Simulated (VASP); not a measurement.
# CoO (F-43m) in VASP: further runs, part 2 of 2

VASP 6.6.1. The steps go on from the part before.

**3. Single point, PBE+U, collinear spin, ferromagnetic start**

This run uses another cell than the first one, of 13.72 Å³/atom.

INCAR reads:

```
SYSTEM = CoO
PREC = Accurate
ENCUT = 520
EDIFF = 1E-6
ISMEAR = 0
SIGMA = 0.02
LREAL = .False.
LASPH = .True.
NELM = 150
ALGO = Normal
ISIF = 2
LWAVE = .False.
LCHARG = .False.
ISPIN = 2
MAGMOM = 3 0
LORBIT = 11
LMAXMIX = 4
LDAU = .True.
LDAUTYPE = 2
LDAUL = 2 -1
LDAUU = 3.32 0
LDAUJ = 0 0
LDAUPRINT = 1
GGA = PE
NBANDS = 18
```

KPOINTS reads:

```
Automatic mesh
0
Gamma
  14 14 14
  0 0 0
```

POSCAR reads:

```
CoO
1.0
    0.0000000000      2.3941207752      2.3941207752
    2.3941207752      0.0000000000      2.3941207752
    2.3941207752      2.3941207752      0.0000000000
Co O
1 1
Direct
    0.0000000000      0.0000000000      0.0000000000
    0.2500000000      0.2500000000      0.2500000000
```

Potentials or basis: VASP PAW PBE potentials, release 64 (Co, O).

Started as:

```sh
$ cat potpaw_PBE.64/Co/POTCAR potpaw_PBE.64/O/POTCAR > POTCAR
$ mpirun -np 1 vasp_std > vasp.out
```

OUTCAR:

```text
SYSTEM = CoO
   PREC = Accurate
   ENCUT = 520
   EDIFF = 1E-6
   ISMEAR = 0
   LREAL = .False.
   LASPH = .True.
   NELM = 150
   ISIF = 2
   ISPIN = 2
   LORBIT = 11
   GGA = PE

 ion  position               nearest neighbor table
   1  0.000  0.000  0.000-   2 2.07   2 2.07   2 2.07   2 2.07
   2  0.250  0.250  0.250-   1 2.07   1 2.07   1 2.07   1 2.07

  LATTYP: Found a face centered cubic cell.
 ALAT       =     4.7882415504

  Lattice vectors:

 A1 = (   0.0000000000,   2.3941207752,   2.3941207752)
 A2 = (   2.3941207752,   0.0000000000,   2.3941207752)
 A3 = (   2.3941207752,   2.3941207752,   0.0000000000)

Analysis of symmetry for initial positions (statically):
=====================================================================
 Subroutine PRICEL returns:
 Original cell was already a primitive cell.

 Routine SETGRP: Setting up the symmetry group for a
 face centered cubic supercell.

 Subroutine GETGRP returns: Found 24 space group operations
 (whereof 24 operations were pure point group operations)
 out of a pool of 48 trial point group operations.

The static configuration has the point symmetry T_d .

Analysis of symmetry for dynamics (positions and initial velocities):
=====================================================================
 Subroutine PRICEL returns:
 Original cell was already a primitive cell.

 Routine SETGRP: Setting up the symmetry group for a
 face centered cubic supercell.

 Subroutine GETGRP returns: Found 24 space group operations
 (whereof 24 operations were pure point group operations)
 out of a pool of 48 trial point group operations.

The dynamic configuration has the point symmetry T_d .

Analysis of structural, dynamic, and magnetic symmetry:
=====================================================================
 Subroutine PRICEL returns:
 Original cell was already a primitive cell.

 Routine SETGRP: Setting up the symmetry group for a
 face centered cubic supercell.

 Subroutine GETGRP returns: Found 24 space group operations
 (whereof 24 operations were pure point group operations)
 out of a pool of 48 trial point group operations.

The overall configuration has the point symmetry T_d .

 Subroutine INISYM returns: Found 24 space group operations
 (whereof 24 operations are pure point group operations),
 and found     1 'primitive' translations

----------------------------------------------------------------------------------------

                                     Primitive cell

  volume of cell :      27.4453

  direct lattice vectors                    reciprocal lattice vectors
[... 113 lines left out ...]
   angular momentum for each species LDAUL =     2   -1
   U (eV)           for each species LDAUU =   3.3  0.0
   J (eV)           for each species LDAUJ =   0.0  0.0
   GGA     = PE    functional components
   LHFCALC =     F    Hartree Fock is set to
   AEXX    =    0.0000 exact exchange contribution
   IVDW    =     0    specifies the selected vdW correction
   LEPSILON=     F    determine dielectric tensor
   LRPA    =     F    only Hartree local field effects (RPA)
 spin polarized calculation
 Gauss-broadening in eV      SIGMA  =   0.02
  energy-cutoff  :      520.00
  volume of cell :       27.45
 maximum number of plane-waves:       757
 NGX is ok and might be reduce to    28
   NGX = 13   NGY = 13   NGZ = 13

atom =   1  type =  1  l = 2

 onsite density matrix

spin component  1

  0.9818 -0.0000 -0.0000 -0.0000  0.0000
 -0.0000  0.9818 -0.0000 -0.0000  0.0000
 -0.0000 -0.0000  0.9677  0.0000  0.0000
 -0.0000 -0.0000  0.0000  0.9818  0.0000
  0.0000  0.0000  0.0000  0.0000  0.9677

spin component  2

  0.1005 -0.0000 -0.0000  0.0000 -0.0000
 -0.0000  0.1005  0.0000  0.0000 -0.0000
 -0.0000  0.0000  0.9547 -0.0000 -0.0000
  0.0000  0.0000 -0.0000  0.1005 -0.0000
 -0.0000 -0.0000 -0.0000 -0.0000  0.9547

 occupancies and eigenvectors

  o =  0.1005  v =  0.0000  0.0000  0.0000  0.0000  0.0000 -0.0007  0.9516 -0.0000  0.3074 -0.0000      0.0000  0.0000  0.0000  0.0000  0.0000  0.0000  0.0000  0.0000  0.0000  0.0000
  o =  0.1005  v =  0.0000  0.0000  0.0000  0.0000  0.0000 -0.0129 -0.3073 -0.0000  0.9515  0.0000      0.0000  0.0000  0.0000  0.0000  0.0000  0.0000  0.0000  0.0000  0.0000  0.0000
  o =  0.1005  v =  0.0000  0.0000  0.0000  0.0000  0.0000  0.9999 -0.0033  0.0000  0.0125  0.0000      0.0000  0.0000  0.0000  0.0000  0.0000  0.0000  0.0000  0.0000  0.0000  0.0000
  o =  0.9547  v =  0.0000  0.0000  0.0000  0.0000  0.0000  0.0000 -0.0000 -0.0454 -0.0000 -0.9990      0.0000  0.0000  0.0000  0.0000  0.0000  0.0000  0.0000  0.0000  0.0000  0.0000
  o =  0.9547  v =  0.0000  0.0000  0.0000  0.0000  0.0000 -0.0000  0.0000  0.9990 -0.0000 -0.0454      0.0000  0.0000  0.0000  0.0000  0.0000  0.0000  0.0000  0.0000  0.0000  0.0000
  o =  0.9677  v =  0.0000 -0.0000 -0.2411 -0.0000  0.9705  0.0000  0.0000  0.0000  0.0000  0.0000      0.0000  0.0000  0.0000  0.0000  0.0000  0.0000  0.0000  0.0000  0.0000  0.0000
  o =  0.9677  v =  0.0000  0.0000  0.9705  0.0000  0.2411  0.0000  0.0000  0.0000  0.0000  0.0000      0.0000  0.0000  0.0000  0.0000  0.0000  0.0000  0.0000  0.0000  0.0000  0.0000
  o =  0.9818  v =  1.0000  0.0000  0.0000  0.0000  0.0000  0.0000  0.0000  0.0000  0.0000  0.0000      0.0000  0.0000  0.0000  0.0000  0.0000  0.0000  0.0000  0.0000  0.0000  0.0000
  o =  0.9818  v =  0.0000  0.5282 -0.0000  0.8491  0.0000  0.0000  0.0000  0.0000  0.0000  0.0000      0.0000  0.0000  0.0000  0.0000  0.0000  0.0000  0.0000  0.0000  0.0000  0.0000
  o =  0.9818  v =  0.0000  0.8491  0.0000 -0.5282  0.0000  0.0000  0.0000  0.0000  0.0000  0.0000      0.0000  0.0000  0.0000  0.0000  0.0000  0.0000  0.0000  0.0000  0.0000  0.0000

 number of electron      15.0000000 magnetization       3.0001772

 Free energy of the ion-electron system (eV)
  ---------------------------------------------------
  ext. energy  EPLUGINS =         0.00000000
  ---------------------------------------------------
  free energy    TOTEN  =       -12.04444335 eV

  energy without entropy =      -12.04444335  energy(sigma->0) =      -12.04444335

 E-fermi :   3.5488     XC(G=0): -10.1552

 val. band max:        3.4068440283   @ k =   0.0000   0.0000   0.0000
 cond. band min:       4.0178549658   @ k =   0.0000   0.0000   0.0000
 fundamental gap:      0.6110109375
 Fermi energy:         3.5487860577

 spin component 1

 k-point     1 :       0.0000    0.0000    0.0000
  band No.  band energies     occupation
      1     -14.1980      1.00000
      2      -2.0896      1.00000
      3      -2.0896      1.00000
      4      -2.0895      1.00000
      5       0.4260      1.00000
      6       0.4262      1.00000
[... 1001 lines left out ...]
     17      27.2034      0.00000
     18      28.3545      0.00000

 [... further k-points ...]

------------------------ aborting loop because EDIFF is reached ----------------------------------------

  FORCE on cell =-STRESS in cart. coord.  units (eV):
  Direction    XX          YY          ZZ          XY          YZ          ZX
  --------------------------------------------------------------------------------------
  -------------------------------------------------------------------------------------
  Total       -1.9147455     -1.9147455     -1.9147455      0.0000000      0.0000000      0.0000000
  in kB     -111.7772657   -111.7772657   -111.7772657      0.0000000      0.0000000      0.0000000
  external PRESSURE =    -111.7772657 kB  Pullay stress =       0.0000000 kB

 VOLUME and BASIS-vectors are now :
 -----------------------------------------------------------------------------
  energy-cutoff  :      520.00
  volume of cell :       27.45
      direct lattice vectors                 reciprocal lattice vectors
     0.000000000  2.394120775  2.394120775    -0.208844936  0.208844936  0.208844936
     2.394120775  0.000000000  2.394120775     0.208844936 -0.208844936  0.208844936
     2.394120775  2.394120775  0.000000000     0.208844936  0.208844936 -0.208844936

 POSITION                                       TOTAL-FORCE (eV/Angst)
 -----------------------------------------------------------------------------------
      0.00000      0.00000      0.00000         0.000000      0.000000      0.000000
      1.19706      1.19706      1.19706        -0.000000     -0.000000     -0.000000
 -----------------------------------------------------------------------------------
    total drift:                                0.000000      0.000000      0.000000

  FREE ENERGIE OF THE ION-ELECTRON SYSTEM (eV)
  ---------------------------------------------------
  free  energy   TOTEN  =       -12.0444433491 eV

  energy  without entropy=      -12.0444433491  energy(sigma->0) =      -12.04444335

 total charge

# of ion       s       p       d       tot
------------------------------------------
    1        0.312   0.332   7.071   7.716
    2        1.547   3.407   0.000   4.954
--------------------------------------------------
tot          1.859   3.739   7.071  12.670

 magnetization (x)

# of ion       s       p       d       tot
------------------------------------------
    1        0.021   0.037   2.668   2.726
    2        0.013   0.152   0.000   0.165
--------------------------------------------------
tot          0.034   0.189   2.668   2.891
```

stdout:

```text
POSCAR found type information on POSCAR CoO
 POSCAR found :  2 types and       2 ions
 scaLAPACK will be used
 LDA part: xc-table for (Slater+PW92), standard interpolation
 POSCAR, INCAR and KPOINTS ok, starting setup
 FFT: planning ... GRIDC
 FFT: planning ... GRID_SOFT
 FFT: planning ... GRID
 WAVECAR not read
 entering main loop
```

It took 2.9 min on 1 thread of Intel Xeon 8259CL, shared host; peak memory 0.23 GiB.

What came out:

```
Free energy                                           : -12.0444 eV
Pressure                                              : -11.2 GPa
Band gap on the k mesh                                : 0.61 eV
Net moment                                            : 3.00 μB per cell
Site moments                                          : Co +2.73; O +0.17 μB
Valence electrons inside the program's atomic spheres : Co 7.72; O 4.95
```

Eigenvalues of the final occupation matrices:
| site | spin | trace | eigenvalues |
| --- | --- | --- | --- |
| site 1 d | 1 | 4.88 | 0.97 0.97 0.98 0.98 0.98 |
| site 1 d | 2 | 2.21 | 0.10 0.10 0.10 0.95 0.95 |

Caveat: the cell stands under tension; a cell with one magnetic atom can't hold antiferromagnetic order, which such compounds often take. A k mesh can miss the band edges.

**4. Single point, PBE+U, collinear spin, ferromagnetic start**

This run uses another cell than the first one, of 14.72 Å³/atom.

INCAR reads:

```
PREC = Accurate
ENCUT = 520
EDIFF = 1E-7
ISMEAR = 0
SIGMA = 0.02
LREAL = F
LASPH = T
NELM = 150
ALGO = Normal
ISIF = 2
LWAVE = F
LCHARG = F
ISPIN = 2
MAGMOM = 3 0
LORBIT = 11
LMAXMIX = 4
LDAU = T
LDAUTYPE = 2
LDAUL = 2 -1
LDAUU = 3.32 0
LDAUJ = 0 0
LDAUPRINT = 1
GGA = PE
NBANDS = 18
```

KPOINTS reads:

```
regular mesh
0
Gamma
  14 14 14
```

POSCAR reads:

```
CoO
1.0
    0.0000000000      2.4508072854      2.4508072854
    2.4508072854      0.0000000000      2.4508072854
    2.4508072854      2.4508072854      0.0000000000
Co O
1 1
Direct
    0.0000000000      0.0000000000      0.0000000000
    0.2500000000      0.2500000000      0.2500000000
```

Started as:

```sh
$ cat potpaw_PBE.64/Co/POTCAR potpaw_PBE.64/O/POTCAR > POTCAR
$ mpirun -np 1 vasp_std > vasp.out
```

Run time: 3.4 min. Hardware: 1 thread of Intel Xeon 8259CL, shared host; peak memory 0.24 GiB.

It converged, with:

```
Free energy                                           : -11.8756 eV
Pressure                                              : -15.8 GPa
Band gap on the k mesh                                : 0.61 eV
Net moment                                            : 3.00 μB per cell
Site moments                                          : Co +2.74; O +0.15 μB
Valence electrons inside the program's atomic spheres : Co 7.63; O 4.92
```

Levels at points of the mesh, in eV from the valence-band top:
Spin up:
```
           k point  band 6  band 7  band 8  band 9  band 10  band 11  band 12  band 13
(0.00, 0.00, 0.00)   -2.94    0.00    0.00    0.00     0.61    13.06    13.06    13.06
(0.50, 0.00, 0.00)   -3.02   -3.02   -0.56   -0.56     5.37     6.90    12.50    12.50
(0.50, 0.50, 0.00)   -2.78   -1.92   -1.75   -1.75     5.13     8.52    10.68    12.90
```
Spin down:
| k point | band 2 | band 3 | band 4 | band 5 | band 6 | band 7 | band 8 | band 9 | band 10 | band 11 |
| --- | --- | --- | --- | --- | --- | --- | --- | --- | --- | --- |
| (0.00, 0.00, 0.00) | -2.20 | -2.20 | -2.20 | -1.40 | -1.39 | 1.26 | 3.97 | 3.97 | 3.97 | 13.64 |
| (0.50, 0.00, 0.00) | -3.88 | -2.54 | -2.54 | -0.82 | -0.82 | 2.47 | 3.39 | 3.39 | 5.98 | 7.84 |
| (0.50, 0.50, 0.00) | -4.23 | -2.17 | -2.17 | -1.20 | -0.66 | 1.75 | 3.02 | 3.02 | 6.65 | 9.45 |

Eigenvalues of the final occupation matrices:
```
    site  spin  trace               eigenvalues
site 1 d     1   4.87  0.97 0.97 0.98 0.98 0.98
site 1 d     2   2.19  0.09 0.09 0.09 0.96 0.96
```

Caveat: the cell stands under tension; a cell with one magnetic atom can't hold antiferromagnetic order, which such compounds often take. A k mesh can miss the band edges.

**5. Summary**

| cell | gap on the mesh (eV) | pressure (GPa) | moment (μB) |
| --- | --- | --- | --- |
| a = 3.323 Å, angles 60.0°, 2 atoms | 0.60 | -6.1 | 3.00 |
| a = 3.386 Å, angles 60.0°, 2 atoms | 0.61 | -11.2 | 3.00 |
| a = 3.466 Å, angles 60.0°, 2 atoms | 0.61 | -15.8 | 3.00 |

Alike in all rows: task single point; level PBE+U; potentials or basis VASP PAW PBE potentials, release 64 (Co, O); spin collinear, ferromagnetic start; Co d U = 3.32 eV; k mesh 14 × 14 × 14; cutoff (eV) 520; smearing gaussian 0.02 eV.

Caveats: the cell stands under tension; a cell with one magnetic atom can't hold antiferromagnetic order, which such compounds often take.

Absolute energies hang on the potentials; compare differences alone.
